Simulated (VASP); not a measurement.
# Si4Ge (I4/m) in VASP: a series of runs, part 2 of 2

VASP 6.6.1.

## Step 3: Single point, PBE

Contents of INCAR:

```
SYSTEM = Si4Ge
PREC = Accurate
ENCUT = 520
EDIFF = 1E-6
ISMEAR = 0
SIGMA = 0.1
LREAL = .FALSE.
LASPH = .TRUE.
NELM = 100
ALGO = Normal
ISIF = 2
LWAVE = .FALSE.
LCHARG = .TRUE.
GGA = PE
LELF = .TRUE.
LVHAR = .TRUE.
NBANDS = 23
```

Contents of KPOINTS:

```
Automatic mesh
0
G
  12 12 12
  0 0 0
```

Contents of POSCAR:

```
Si4Ge
1.0
   -3.5041873647      3.5041873647      1.6258592954
    3.5041873647     -3.5041873647      1.6258592954
    3.5041873647      3.5041873647     -1.6258592954
Si Ge
4 1
Direct
    0.8488506438      0.6393354465      0.4881860903
    0.1511493562      0.3606645535      0.5118139097
    0.3606645535      0.8488506438      0.2095151972
    0.6393354465      0.1511493562      0.7904848028
    0.0000000000      0.0000000000      0.0000000000
```

Potentials or basis: VASP PAW PBE potentials, release 64 (Si, Ge_d).

Command:

```
> cat potpaw_PBE.64/Si/POTCAR potpaw_PBE.64/Ge_d/POTCAR > POTCAR
> mpirun -np 1 vasp_std > vasp.out
```

OUTCAR:

```text
SYSTEM = Si4Ge
   PREC = Accurate
   ENCUT = 520
   EDIFF = 1E-6
   ISMEAR = 0
   LREAL = .FALSE.
   LASPH = .TRUE.
   NELM = 100
   ISIF = 2
   GGA = PE

 ion  position               nearest neighbor table
   1  0.849  0.639  0.488-   3 2.61   4 2.61   3 2.61   4 2.61   2 2.64   2 2.64   5 2.74   2 2.88

   2  0.151  0.361  0.512-   4 2.61   3 2.61   4 2.61   3 2.61   1 2.64   1 2.64   5 2.74   1 2.88

   3  0.361  0.849  0.210-   1 2.61   2 2.61   1 2.61   2 2.61   4 2.64   4 2.64   5 2.74   4 2.88

   4  0.639  0.151  0.790-   2 2.61   1 2.61   2 2.61   1 2.61   3 2.64   3 2.64   5 2.74   3 2.88

   5  0.000  0.000  0.000-   3 2.74   4 2.74   2 2.74   1 2.74

  LATTYP: Found a body centered tetragonal cell.
 ALAT       =     7.0083747294
 C/A-ratio  =     0.4639761309

  Lattice vectors:

 A1 = (  -3.5041873647,   3.5041873647,   1.6258592954)
 A2 = (   3.5041873647,  -3.5041873647,   1.6258592954)
 A3 = (   3.5041873647,   3.5041873647,  -1.6258592954)

Analysis of symmetry for initial positions (statically):
=====================================================================
 Subroutine PRICEL returns:
 Original cell was already a primitive cell.

 Routine SETGRP: Setting up the symmetry group for a
 body centered tetragonal supercell.

 Subroutine GETGRP returns: Found  8 space group operations
 (whereof  8 operations were pure point group operations)
 out of a pool of 16 trial point group operations.

The static configuration has the point symmetry C_4h.

Analysis of symmetry for dynamics (positions and initial velocities):
=====================================================================
 Subroutine PRICEL returns:
 Original cell was already a primitive cell.

 Routine SETGRP: Setting up the symmetry group for a
 body centered tetragonal supercell.

 Subroutine GETGRP returns: Found  8 space group operations
 (whereof  8 operations were pure point group operations)
 out of a pool of 16 trial point group operations.

The dynamic configuration has the point symmetry C_4h.

 Subroutine INISYM returns: Found  8 space group operations
 (whereof  8 operations are pure point group operations),
 and found     1 'primitive' translations

----------------------------------------------------------------------------------------

                                     Primitive cell

  volume of cell :      79.8578

  direct lattice vectors                    reciprocal lattice vectors
    -3.504187365  3.504187365  1.625859295     0.000000000  0.142686434  0.307529687
     3.504187365 -3.504187365  1.625859295     0.142686434  0.000000000  0.307529687
     3.504187365  3.504187365 -1.625859295     0.142686434  0.142686434  0.000000000

  length of vectors
     5.215561007  5.215561007  5.215561007     0.339019066  0.339019066  0.201789090

  position of ions in fractional coordinates (direct lattice)
     0.848850644  0.639335446  0.488186090
     0.151149356  0.360664554  0.511813910
     0.360664554  0.848850644  0.209515197
     0.639335446  0.151149356  0.790484803
     0.000000000  0.000000000  0.000000000

  ion indices of the primitive-cell ions
   primitive index   ion index
                 1           1
                 2           2
                 3           3
[... 27 lines left out ...]
 Found    242 irreducible k-points:

 Following reciprocal coordinates:
            Coordinates               Weight
  0.000000  0.000000  0.000000      1.000000
  0.083333  0.000000  0.000000      8.000000
  0.166667 -0.000000  0.000000      8.000000
  0.250000  0.000000  0.000000      8.000000
  0.333333  0.000000 -0.000000      8.000000
  0.416667  0.000000  0.000000      8.000000
[... 16 lines left out ...]
 -0.250000  0.083333  0.000000      8.000000
 -0.083333  0.250000  0.000000      8.000000
 [... further k-points ...]
   k-points           NKPTS =    242   k-points in BZ     NKDIM =    242   number of bands    NBANDS=     23
   number of dos      NEDOS =    301   number of ions     NIONS =      5
   total plane-waves  NPLWV =  64000
   dimension x,y,z NGX =    40 NGY =   40 NGZ =   40
   dimension x,y,z NGXF=    80 NGYF=   80 NGZF=   80
   ions per type =               4   1
   NGX,Y,Z   is equivalent  to a cutoff of  12.75, 12.75, 12.75 a.u.
   NGXF,Y,Z  is equivalent  to a cutoff of  25.50, 25.50, 25.50 a.u.
 SYSTEM =  Si4Ge
   PREC   = accura    normal or accurate (medium, high low for compatibility)
   ISTART =      0    job   : 0-new  1-cont  2-samecut
   ICHARG =      2    charge: 1-file 2-atom 10-const
   ISPIN  =      1    spin polarized calculation?
   LNONCOLLINEAR =      F non collinear calculations
   LSORBIT =      F    spin-orbit coupling
   LASPH  =      T    aspherical Exc in radial PAW
   ENCUT  =  520.0 eV  38.22 Ry    6.18 a.u.   9.70  9.70  9.70*2*pi/ulx,y,z
   NELM   =    100;   NELMIN=  2; NELMDL= -5     # of ELM steps
   EDIFF  = 0.1E-05   stopping-criterion for ELM
   LREAL  =      F    real-space projection
   EDIFFG = 0.1E-04   stopping-criterion for IOM
   NSW    =      0    number of steps for IOM
   IBRION =     -1    ionic relax: 0-MD 1-quasi-New 2-CG
   NFREE  =      0    steps in history (QN), initial steepest desc. (CG)
   ISIF   =      2    stress and relaxation
   ISYM   =      2    0-nonsym 1-usesym 2-fastsym
   POTIM  = 0.5000    time-step for ionic-motion
   TEBEG  =    0.0;   TEEND  =   0.0 temperature during run
   PSTRESS=    0.0 pullay stress
   NELECT =      30.0000    total number of electrons
   NUPDOWN=      -1.0000    fix difference up-down
   EMIN   =  10.00;   EMAX   =-10.00  energy-range for DOS
   EFERMI =   0.00;   METHOD = LEGACY
   ISMEAR =     0;   SIGMA  =   0.10  broadening in eV -4-tet -1-fermi 0-gaus
   EFERMI_NEDOS =   21; number of points for ismear=-14 and -15
   IALGO  =     38    algorithm
   IMIX   =      4    mixing-type and parameters
     AMIX     =   0.40;   BMIX     =  1.00
     AMIX_MAG =   1.60;   BMIX_MAG =  1.00
  volume/ion in A,a.u.               =      15.97       107.78
  Fermi-wavevector in a.u.,A,eV,Ry     =   1.181252  2.232243 18.984989  1.395357
  Thomas-Fermi vector in A             =   2.317529
   LORBIT       =      0    0 simple, 1 ext, 2 COOP (PROOUT), +10 PAW based schemes
   GGA     = PE    functional components
   LHFCALC =     F    Hartree Fock is set to
   AEXX    =    0.0000 exact exchange contribution
   IVDW    =     0    specifies the selected vdW correction
   LEPSILON=     F    determine dielectric tensor
   LRPA    =     F    only Hartree local field effects (RPA)
 non-spin polarized calculation
 Gauss-broadening in eV      SIGMA  =   0.10
  energy-cutoff  :      520.00
  volume of cell :       79.86
 maximum number of plane-waves:      2176
   NGX = 19   NGY = 19   NGZ = 19

 number of electron      29.9999998 magnetization

 Free energy of the ion-electron system (eV)
  ---------------------------------------------------
  ext. energy  EPLUGINS =         0.00000000
  ---------------------------------------------------
  free energy    TOTEN  =       -23.90985406 eV

  energy without entropy =      -23.89973518  energy(sigma->0) =      -23.90479462

 E-fermi :   8.7498     XC(G=0): -11.0231

 val. band max:        8.7436027743   @ k =  -0.0833  -0.3333   0.0833
 cond. band min:       8.7679635665   @ k =  -0.2500   0.4167   0.0833
 fundamental gap:      0.0243607922
 Fermi energy:         8.7498248201

 k-point     1 :       0.0000    0.0000    0.0000
  band No.  band energies     occupation
      1     -16.0743      2.00000
      2     -16.0734      2.00000
      3     -16.0600      2.00000
      4     -16.0444      2.00000
      5     -16.0444      2.00000
      6      -5.0852      2.00000
[... 613 lines left out ...]
     22      15.2120      0.00000
     23      15.6357      0.00000

 [... further k-points ...]

------------------------ aborting loop because EDIFF is reached ----------------------------------------

  FORCE on cell =-STRESS in cart. coord.  units (eV):
  Direction    XX          YY          ZZ          XY          YZ          ZX
  --------------------------------------------------------------------------------------
  -------------------------------------------------------------------------------------
  Total       -0.0172935     -0.0172935     -0.0420474      0.0000000     -0.0000000      0.0000000
  in kB       -0.3469579     -0.3469579     -0.8435905      0.0000004     -0.0000000      0.0000000
  external PRESSURE =      -0.5125021 kB  Pullay stress =       0.0000000 kB

 VOLUME and BASIS-vectors are now :
 -----------------------------------------------------------------------------
  energy-cutoff  :      520.00
  volume of cell :       79.86
      direct lattice vectors                 reciprocal lattice vectors
    -3.504187365  3.504187365  1.625859295     0.000000000  0.142686434  0.307529687
     3.504187365 -3.504187365  1.625859295     0.142686434  0.000000000  0.307529687
     3.504187365  3.504187365 -1.625859295     0.142686434  0.142686434  0.000000000

 POSITION                                       TOTAL-FORCE (eV/Angst)
 -----------------------------------------------------------------------------------
      0.97652      2.44488      1.62586        -0.002284      0.003804      0.000000
      2.52767      1.05931      0.00000         0.002284     -0.003804     -0.000000
      2.44488     -0.97652      1.62586         0.003804      0.002284     -0.000000
      1.05931      4.48070     -0.00000        -0.003804     -0.002284      0.000000
      0.00000      0.00000      0.00000         0.000000      0.000000     -0.000000
 -----------------------------------------------------------------------------------
    total drift:                               -0.000000     -0.000000      0.000000

  FREE ENERGIE OF THE ION-ELECTRON SYSTEM (eV)
  ---------------------------------------------------
  free  energy   TOTEN  =       -23.9098540572 eV

  energy  without entropy=      -23.8997351766  energy(sigma->0) =      -23.90479462
```

It took 4.1 min on 1 thread of Intel Xeon 6975P-C (Granite Rapids), shared host; peak memory 0.53 GiB.

What came out:

| Quantity | Value |
| --- | --- |
| Free energy | -23.9099 eV |
| Pressure | -0.1 GPa |
| Largest force | 0.004 eV/Å |
| Band gap on the k mesh | zero (bands 15 and 16 overlap by 3.71 eV) |

Forces on the atoms (eV/Å):
```
Si  -0.002  0.004  0.000
Si   0.002 -0.004  0.000
Si   0.004  0.002  0.000
Si  -0.004 -0.002  0.000
Ge   0.000  0.000  0.000
```

Levels at points of the mesh, in eV from the Fermi level:
| k point | band 11 | band 12 | band 13 | band 14 | band 15 | band 16 | band 17 | band 18 | band 19 | band 20 |
| --- | --- | --- | --- | --- | --- | --- | --- | --- | --- | --- |
| (0.00, 0.00, 0.00) | -3.15 | -1.92 | -1.56 | -1.56 | 0.37 | 1.48 | 1.48 | 2.89 | 3.04 | 3.77 |
| (0.50, 0.00, 0.00) | -5.87 | -3.93 | -3.40 | -1.30 | -1.17 | -0.68 | -0.35 | 1.28 | 1.40 | 2.09 |
| (0.50, 0.50, 0.00) | -5.44 | -1.35 | -0.49 | -0.29 | 0.69 | 1.98 | 3.03 | 3.92 | 4.60 | 4.72 |
| (0.50, 0.50, 0.50) | -0.73 | -0.73 | -0.25 | 0.50 | 1.17 | 1.34 | 1.34 | 2.28 | 2.36 | 3.74 |

The gap in the log of VASP goes by the Fermi energy; the results here count the filled bands.